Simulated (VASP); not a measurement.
# Ti4Se (Pm-3m) in VASP: further runs

The runs below take Ti4Se through single point, with PBE.

Program: VASP 6.6.1. These are calculated values, not measurements. Logs are shortened: lines on timing, memory, paths and dates and some standing lists are left out, and cuts for length are marked.

### 1 The cell of the first run

It takes space group Pm-3m (No. 221, cubic). The conventional cell has a = 4.513 Å, b = 4.513 Å, c = 4.513 Å, α = 90.00°, β = 90.00°, γ = 90.00°. Ti (site symmetry 4/mmm) has 2 Se at 2.26 Å within 3.0 Å. Ti (site symmetry m-3m) has 12 Ti at 3.19 Å and 8 Se at 3.91 Å within 4.2 Å. Se (site symmetry m-3m) has 6 Ti at 2.26 Å within 3.0 Å.

### 2 Single point, PBE, collinear spin, antiferromagnetic start

The input, INCAR:

```
SYSTEM = Ti4Se
ALGO = Normal
EDIFF = 1E-6
ENCUT = 520
GGA = PE
ISIF = 2
ISMEAR = 0
ISPIN = 2
LASPH = .TRUE.
LCHARG = .TRUE.
LELF = .TRUE.
LMAXMIX = 4
LORBIT = 11
LREAL = .FALSE.
LVHAR = .TRUE.
LWAVE = .FALSE.
MAGMOM = -1 1 -1 1 0
NBANDS = 39
NELM = 150
PREC = Accurate
SIGMA = 0.1
```

The input, KPOINTS:

```
k-points
0
G
  4 4 4
  0 0 0
```

The input, POSCAR:

```
Ti4Se
1.0
    4.5129510900      0.0000000000      0.0000000000
    0.0000000000      4.5129510900      0.0000000000
    0.0000000000      0.0000000000      4.5129510900
Ti Se
4 1
Direct
    0.5000000000      0.0000000000      0.0000000000
    0.0000000000      0.5000000000      0.0000000000
    0.0000000000      0.0000000000      0.5000000000
    0.5000000000      0.5000000000      0.5000000000
    0.0000000000      0.0000000000      0.0000000000
```

Potentials or basis: VASP PAW PBE potentials, release 64 (Ti_sv, Se).

Launch:

```sh
$ cat potpaw_PBE.64/Ti_sv/POTCAR potpaw_PBE.64/Se/POTCAR > POTCAR
$ mpirun -np 1 vasp_std > vasp.out
```

OUTCAR:

```text
SYSTEM = Ti4Se
   EDIFF = 1E-6
   ENCUT = 520
   GGA = PE
   ISIF = 2
   ISMEAR = 0
   ISPIN = 2
   LASPH = .TRUE.
   LORBIT = 11
   LREAL = .FALSE.
   NELM = 150
   PREC = Accurate

 ion  position               nearest neighbor table
   1  0.500  0.000  0.000-   5 2.26   5 2.26
   2  0.000  0.500  0.000-   5 2.26   5 2.26
   3  0.000  0.000  0.500-   5 2.26   5 2.26
   4  0.500  0.500  0.500-
   5  0.000  0.000  0.000-   1 2.26   2 2.26   3 2.26   3 2.26   2 2.26   1 2.26

  LATTYP: Found a simple cubic cell.
 ALAT       =     4.5129510900

  Lattice vectors:

 A1 = (   4.5129510900,   0.0000000000,   0.0000000000)
 A2 = (   0.0000000000,   4.5129510900,   0.0000000000)
 A3 = (   0.0000000000,   0.0000000000,   4.5129510900)

Analysis of symmetry for initial positions (statically):
=====================================================================
 Subroutine PRICEL returns:
 Original cell was already a primitive cell.

 Routine SETGRP: Setting up the symmetry group for a
 simple cubic supercell.

 Subroutine GETGRP returns: Found 48 space group operations
 (whereof 48 operations were pure point group operations)
 out of a pool of 48 trial point group operations.

The static configuration has the point symmetry O_h .

Analysis of symmetry for dynamics (positions and initial velocities):
=====================================================================
 Subroutine PRICEL returns:
 Original cell was already a primitive cell.

 Routine SETGRP: Setting up the symmetry group for a
 simple cubic supercell.

 Subroutine GETGRP returns: Found 48 space group operations
 (whereof 48 operations were pure point group operations)
 out of a pool of 48 trial point group operations.

The dynamic configuration has the point symmetry O_h .

Analysis of structural, dynamic, and magnetic symmetry:
=====================================================================
 Subroutine PRICEL returns:
 Original cell was already a primitive cell.

 Routine SETGRP: Setting up the symmetry group for a
 simple cubic supercell.

 Subroutine GETGRP returns: Found 16 space group operations
 (whereof 16 operations were pure point group operations)
 out of a pool of 48 trial point group operations.

The overall configuration has the point symmetry D_4h.

 Subroutine INISYM returns: Found 16 space group operations
[... 122 lines left out ...]
   LHFCALC =     F    Hartree Fock is set to
   AEXX    =    0.0000 exact exchange contribution
   IVDW    =     0    specifies the selected vdW correction
   LEPSILON=     F    determine dielectric tensor
   LRPA    =     F    only Hartree local field effects (RPA)
 spin polarized calculation
 Gauss-broadening in eV      SIGMA  =   0.10
  energy-cutoff  :      520.00
  volume of cell :       91.91
 maximum number of plane-waves:      2517
 NGX is ok and might be reduce to    36
   NGX = 17   NGY = 17   NGZ = 17

 number of electron      53.9999985 magnetization       0.1225154

 Free energy of the ion-electron system (eV)
  ---------------------------------------------------
  ext. energy  EPLUGINS =         0.00000000
  ---------------------------------------------------
  free energy    TOTEN  =       -34.08435424 eV

  energy without entropy =      -34.05578296  energy(sigma->0) =      -34.07006860

 E-fermi :   7.4409     XC(G=0): -11.0578

 val. band max:        7.4206265805   @ k =   0.2500   0.0000   0.2500
 cond. band min:       7.4547948173   @ k =   0.2500   0.0000   0.5000
 fundamental gap:      0.0341682368
 Fermi energy:         7.4408548386

 spin component 1

 k-point     1 :       0.0000    0.0000    0.0000
  band No.  band energies     occupation
      1     -49.8303      1.00000
      2     -49.3799      1.00000
      3     -49.3315      1.00000
      4     -49.3315      1.00000
      5     -26.0558      1.00000
      6     -26.0558      1.00000
[... 745 lines left out ...]
     38      10.0626      0.00000
     39      10.0742      0.00000
 Fermi energy:         7.4408548386

 spin component 2

 k-point     1 :       0.0000    0.0000    0.0000
  band No.  band energies     occupation
      1     -49.7523      1.00000
      2     -49.3774      1.00000
      3     -49.3293      1.00000
      4     -49.3292      1.00000
      5     -25.9863      1.00000
      6     -25.9863      1.00000
[... 745 lines left out ...]
     38      10.0585      0.00000
     39      10.1016      0.00000

------------------------ aborting loop because EDIFF is reached ----------------------------------------

  FORCE on cell =-STRESS in cart. coord.  units (eV):
  Direction    XX          YY          ZZ          XY          YZ          ZX
  --------------------------------------------------------------------------------------
  -------------------------------------------------------------------------------------
  Total        6.5355386      6.5343930      6.5355386      0.0000000     -0.0000000      0.0000000
  in kB      113.9226520    113.9026835    113.9226520      0.0000000     -0.0000000      0.0000000
  external PRESSURE =     113.9159958 kB  Pullay stress =       0.0000000 kB

 VOLUME and BASIS-vectors are now :
 -----------------------------------------------------------------------------
  energy-cutoff  :      520.00
  volume of cell :       91.91
      direct lattice vectors                 reciprocal lattice vectors
     4.512951090  0.000000000  0.000000000     0.221584498  0.000000000  0.000000000
     0.000000000  4.512951090  0.000000000     0.000000000  0.221584498  0.000000000
     0.000000000  0.000000000  4.512951090     0.000000000  0.000000000  0.221584498

 POSITION                                       TOTAL-FORCE (eV/Angst)
 -----------------------------------------------------------------------------------
      2.25648      0.00000      0.00000         0.000000      0.000000      0.000000
      0.00000      2.25648      0.00000         0.000000      0.000000      0.000000
      0.00000      0.00000      2.25648         0.000000      0.000000      0.000000
      2.25648      2.25648      2.25648         0.000000      0.000000      0.000000
      0.00000      0.00000      0.00000         0.000000      0.000000      0.000000
 -----------------------------------------------------------------------------------
    total drift:                                0.000000      0.000000     -0.000000

  FREE ENERGIE OF THE ION-ELECTRON SYSTEM (eV)
  ---------------------------------------------------
  free  energy   TOTEN  =       -34.0843542351 eV

  energy  without entropy=      -34.0557829611  energy(sigma->0) =      -34.07006860

 total charge

# of ion       s       p       d       tot
------------------------------------------
    1        2.186   6.160   2.002  10.347
    2        2.186   6.160   2.002  10.347
    3        2.186   6.160   2.002  10.347
    4        2.190   6.084   1.710   9.984
    5        1.463   2.695   0.228   4.386
--------------------------------------------------
tot         10.210  27.259   7.943  45.411

 magnetization (x)

# of ion       s       p       d       tot
------------------------------------------
    1        0.000   0.000   0.002   0.003
    2        0.000   0.000   0.002   0.003
    3        0.000   0.000   0.002   0.003
    4        0.001   0.001   0.079   0.081
    5        0.000   0.000  -0.001  -0.000
--------------------------------------------------
tot          0.001   0.002   0.086   0.090
```

OSZICAR:

```text
N       E                     dE             d eps       ncg     rms          rms(c)
DAV:   1     0.721404019855E+03    0.72140E+03   -0.27113E+04  2808   0.165E+03
DAV:   2     0.536689507839E+02   -0.66774E+03   -0.64937E+03  2815   0.517E+02
DAV:   3    -0.281251280861E+02   -0.81794E+02   -0.79724E+02  4246   0.161E+02
DAV:   4    -0.387735893324E+02   -0.10648E+02   -0.10579E+02  4202   0.512E+01
DAV:   5    -0.393857221588E+02   -0.61213E+00   -0.61181E+00  4130   0.111E+01    0.233E+01
DAV:   6    -0.348230828078E+02    0.45626E+01   -0.31360E+01  3943   0.364E+01    0.122E+01
DAV:   7    -0.365178482168E+02   -0.16948E+01   -0.41392E+01  3867   0.242E+01    0.109E+01
DAV:   8    -0.343378302760E+02    0.21800E+01   -0.33954E+00  3784   0.110E+01    0.506E+00
DAV:   9    -0.341229023356E+02    0.21493E+00   -0.15428E+00  4393   0.702E+00    0.269E+00
DAV:  10    -0.340994084212E+02    0.23494E-01   -0.29116E-01  3895   0.401E+00    0.139E+00
DAV:  11    -0.340832937465E+02    0.16115E-01   -0.95371E-02  3826   0.245E+00    0.508E-01
DAV:  12    -0.340843393664E+02   -0.10456E-02   -0.86530E-03  3986   0.809E-01    0.310E-01
DAV:  13    -0.340843621395E+02   -0.22773E-04   -0.45471E-03  3927   0.451E-01    0.119E-01
DAV:  14    -0.340843442287E+02    0.17911E-04   -0.54594E-04  3936   0.175E-01    0.272E-02
DAV:  15    -0.340843532440E+02   -0.90153E-05   -0.50507E-05  4157   0.426E-02    0.108E-02
DAV:  16    -0.340843542351E+02   -0.99110E-06   -0.92606E-06  4016   0.199E-02
   1 F= -.34084354E+02 E0= -.34070069E+02  d E =-.285713E-01  mag=     0.1234
```

It took 1.9 min on 1 thread of AMD EPYC 9R45 (Zen 5), shared host; peak memory 0.26 GiB.

Results:

```yaml
Free_energy: -34.0844 eV
Pressure: 11.4 GPa
Net_moment: 0.12 μB per cell
Site_moments: Ti +0.00, +0.08; Se -0.00 μB
Valence_electrons_inside_the_program's_atomic_spheres: Ti 10.35, 9.98; Se 4.39
```

Levels at points of the mesh, in eV from the Fermi level:
Spin up:
| k point | band 25 | band 26 | band 27 | band 28 | band 29 | band 30 |
| --- | --- | --- | --- | --- | --- | --- |
| (0.00, 0.00, 0.00) | -1.71 | -1.71 | 0.45 | 0.45 | 0.45 | 0.82 |
| (0.50, 0.00, 0.00) | -0.87 | -0.87 | -0.28 | 0.82 | 0.82 | 0.86 |
| (0.00, 0.50, 0.00) | -0.87 | -0.87 | -0.28 | 0.82 | 0.82 | 0.86 |
| (0.50, 0.50, 0.00) | -0.80 | -0.63 | -0.15 | 0.15 | 0.53 | 0.53 |
| (0.50, 0.00, 0.50) | -0.80 | -0.63 | -0.15 | 0.15 | 0.53 | 0.53 |
| (0.50, 0.50, 0.50) | -0.13 | -0.13 | -0.13 | 0.54 | 0.54 | 0.54 |
Spin down:
```tsv
k point	band 24	band 25	band 26	band 27	band 28	band 29	band 30	band 31
(0.00, 0.00, 0.00)	-1.79	-1.70	-1.70	0.50	0.50	0.50	0.83	0.83
(0.50, 0.00, 0.00)	-0.92	-0.86	-0.86	-0.23	0.86	0.90	0.90	0.92
(0.00, 0.50, 0.00)	-0.92	-0.86	-0.86	-0.23	0.86	0.90	0.90	0.92
(0.50, 0.50, 0.00)	-0.77	-0.77	-0.57	-0.13	0.19	0.53	0.53	1.26
(0.50, 0.00, 0.50)	-0.77	-0.77	-0.57	-0.13	0.19	0.53	0.53	1.26
(0.50, 0.50, 0.50)	-0.79	-0.12	-0.12	-0.12	0.54	0.54	0.54	0.71
```

### 3 Single point, PBE, collinear spin, antiferromagnetic start

This run uses another cell than the first one, of 20.16 Å³/atom, 1.097 times its volume.

The input, INCAR:

```
SYSTEM = Ti4Se
PREC     = Accurate       ! precision mode
ENCUT    = 520            ! plane-wave cutoff, eV
EDIFF    = 1E-6           ! SCF threshold, eV
ISMEAR   = 0              ! smearing method
SIGMA    = 0.1            ! smearing width, eV
LREAL    = .False.        ! projectors in reciprocal space
LASPH    = .True.         ! aspherical terms in the spheres
NELM     = 150            ! most SCF steps
ALGO     = Normal         ! electronic algorithm
ISIF     = 2              ! what is computed and relaxed
LWAVE    = .False.        ! write WAVECAR
LCHARG   = .False.        ! write CHGCAR
ISPIN    = 2              ! spin polarisation
MAGMOM   = -1 1 -1 1 0    ! initial moments
LORBIT   = 11             ! projections on sites
LMAXMIX  = 4              ! l up to which the mixer works
GGA      = PE             ! functional
NBANDS   = 39             ! bands
```

The input, KPOINTS:

```
Automatic mesh
0
Gamma
  4 4 4
  0 0 0
```

Edit POSCAR of step 2 so:

```diff
@@ -2,5 +2,5 @@
 1.0
-    4.5129510900      0.0000000000      0.0000000000
-    0.0000000000      4.5129510900      0.0000000000
-    0.0000000000      0.0000000000      4.5129510900
+    4.6540356437      0.0000000000      0.0000000000
+    0.0000000000      4.6540352489      0.0000000000
+    0.0000000000      0.0000000000      4.6540356437
 Ti Se
```

Potentials or basis: VASP PAW PBE potentials, release 64 (Ti_sv, Se).

Launch:

```sh
$ cat potpaw_PBE.64/Ti_sv/POTCAR potpaw_PBE.64/Se/POTCAR > POTCAR
$ mpirun -np 1 vasp_std > vasp.out
```

Wall time 3.3 min (1 thread of AMD EPYC 9R45 (Zen 5), shared host); peak memory 0.26 GiB.

Results (log left out):

```yaml
Free_energy: -34.3762 eV
Pressure: -0.1 GPa
Net_moment: 0.42 μB per cell
Site_moments: Ti -0.00, +0.31; Se -0.00 μB
Valence_electrons_inside_the_program's_atomic_spheres: Ti 10.23, 9.94; Se 4.26
```

Levels at points of the mesh, in eV from the Fermi level:
Spin up:
| k point | band 23 | band 24 | band 25 | band 26 | band 27 | band 28 | band 29 | band 30 | band 31 | band 32 |
| --- | --- | --- | --- | --- | --- | --- | --- | --- | --- | --- |
| (0.00, 0.00, 0.00) | -1.60 | -1.60 | -1.55 | -1.55 | 0.34 | 0.34 | 0.34 | 0.69 | 0.69 | 1.93 |
| (0.50, 0.00, 0.00) | -1.11 | -0.85 | -0.80 | -0.80 | -0.32 | 0.59 | 0.59 | 0.75 | 0.77 | 0.99 |
| (0.00, 0.50, 0.00) | -1.11 | -0.85 | -0.80 | -0.80 | -0.32 | 0.59 | 0.59 | 0.75 | 0.77 | 0.99 |
| (0.50, 0.50, 0.00) | -1.01 | -0.74 | -0.74 | -0.67 | -0.18 | 0.10 | 0.48 | 0.48 | 1.02 | 1.22 |
| (0.50, 0.00, 0.50) | -1.01 | -0.74 | -0.74 | -0.67 | -0.18 | 0.10 | 0.48 | 0.48 | 1.02 | 1.22 |
| (0.50, 0.50, 0.50) | -0.81 | -0.81 | -0.21 | -0.21 | -0.21 | 0.49 | 0.49 | 0.49 | 0.55 | 0.55 |
Spin down:
| k point | band 23 | band 24 | band 25 | band 26 | band 27 | band 28 | band 29 | band 30 | band 31 | band 32 |
| --- | --- | --- | --- | --- | --- | --- | --- | --- | --- | --- |
| (0.00, 0.00, 0.00) | -1.57 | -1.57 | -1.51 | -1.51 | 0.50 | 0.50 | 0.50 | 0.70 | 0.70 | 2.04 |
| (0.50, 0.00, 0.00) | -1.14 | -0.78 | -0.78 | -0.78 | -0.11 | 0.74 | 0.78 | 0.92 | 0.92 | 1.18 |
| (0.00, 0.50, 0.00) | -1.14 | -0.78 | -0.78 | -0.78 | -0.11 | 0.74 | 0.78 | 0.92 | 0.92 | 1.18 |
| (0.50, 0.50, 0.00) | -0.97 | -0.66 | -0.66 | -0.47 | -0.10 | 0.23 | 0.45 | 0.45 | 1.22 | 1.23 |
| (0.50, 0.00, 0.50) | -0.97 | -0.66 | -0.66 | -0.47 | -0.10 | 0.23 | 0.45 | 0.45 | 1.22 | 1.23 |
| (0.50, 0.50, 0.50) | -0.67 | -0.67 | -0.16 | -0.16 | -0.16 | 0.46 | 0.46 | 0.46 | 0.69 | 0.69 |

### 4 Single point, PBE, collinear spin

This run uses another cell than the first one, of 20.10 Å³/atom, 1.093 times its volume.

The input, INCAR:

```
PREC = Accurate
ENCUT = 520
EDIFF = 1E-6
ISMEAR = 0
SIGMA = 0.1
LREAL = F
LASPH = T
NELM = 150
ALGO = Normal
ISIF = 2
LWAVE = F
LCHARG = T
ISPIN = 2
MAGMOM = 0 0 0 0.39 0
LORBIT = 11
LMAXMIX = 4
GGA = PE
LELF = T
LVHAR = T
NBANDS = 39
```

The input, KPOINTS:

```
regular mesh
0
Gamma
  8 8 8
```

Edit POSCAR of step 3 so:

```diff
@@ -2,5 +2,5 @@
 1.0
-    4.6540356437      0.0000000000      0.0000000000
-    0.0000000000      4.6540352489      0.0000000000
-    0.0000000000      0.0000000000      4.6540356437
+    4.6490550595      0.0000000000      0.0000000000
+    0.0000000000      4.6490550595      0.0000000000
+    0.0000000000      0.0000000000      4.6490550595
 Ti Se
```

Launch:

```sh
$ cat potpaw_PBE.64/Ti_sv/POTCAR potpaw_PBE.64/Se/POTCAR > POTCAR
$ mpirun -np 1 vasp_std > vasp.out
```

Run time: 4 min. Hardware: 1 thread of AMD EPYC 9R45 (Zen 5), shared host; peak memory 0.32 GiB.

The run converged. Its results:

| Property | Result |
| --- | --- |
| Free energy | -34.3898 eV |
| Pressure | 0.2 GPa |
| Band gap on the k mesh | zero (filled and empty bands overlap) |
| Net moment | 0.01 μB per cell |
| Valence electrons inside the program's atomic spheres | Ti 10.24, 9.94; Se 4.27 |

Levels at points of the mesh, in eV from the Fermi level:
Spin up:
| k point | band 25 | band 26 | band 27 | band 28 | band 29 | band 30 |
| --- | --- | --- | --- | --- | --- | --- |
| (0.00, 0.00, 0.00) | -1.56 | -1.56 | 0.39 | 0.39 | 0.39 | 0.66 |
| (0.50, 0.00, 0.00) | -0.82 | -0.82 | -0.25 | 0.72 | 0.73 | 0.73 |
| (0.50, 0.50, 0.00) | -0.73 | -0.60 | -0.17 | 0.14 | 0.44 | 0.44 |
| (0.50, 0.50, 0.50) | -0.21 | -0.21 | -0.21 | 0.45 | 0.45 | 0.45 |
Spin down:
| k point | band 25 | band 26 | band 27 | band 28 | band 29 | band 30 |
| --- | --- | --- | --- | --- | --- | --- |
| (0.00, 0.00, 0.00) | -1.56 | -1.56 | 0.40 | 0.40 | 0.40 | 0.66 |
| (0.50, 0.00, 0.00) | -0.82 | -0.82 | -0.24 | 0.72 | 0.74 | 0.74 |
| (0.50, 0.50, 0.00) | -0.73 | -0.59 | -0.17 | 0.14 | 0.44 | 0.44 |
| (0.50, 0.50, 0.50) | -0.21 | -0.21 | -0.21 | 0.45 | 0.45 | 0.45 |

### 5 Overview

```csv
spin,cell,k mesh,gap on the mesh (eV),pressure (GPa),moment (μB)
"collinear, antiferromagnetic start","a = 4.513 Å, 5 atoms",4 × 4 × 4,none,11.4,0.12
"collinear, antiferromagnetic start","a = 4.654 Å, 5 atoms",4 × 4 × 4,none,-0.1,0.42
collinear,"a = 4.649 Å, 5 atoms",8 × 8 × 8,none,0.2,0.01
```

Alike in all rows: task single point; level PBE; potentials or basis VASP PAW PBE potentials, release 64 (Ti_sv, Se); cutoff (eV) 520; smearing gaussian 0.1 eV.

Absolute energies hang on the potentials; compare differences alone.
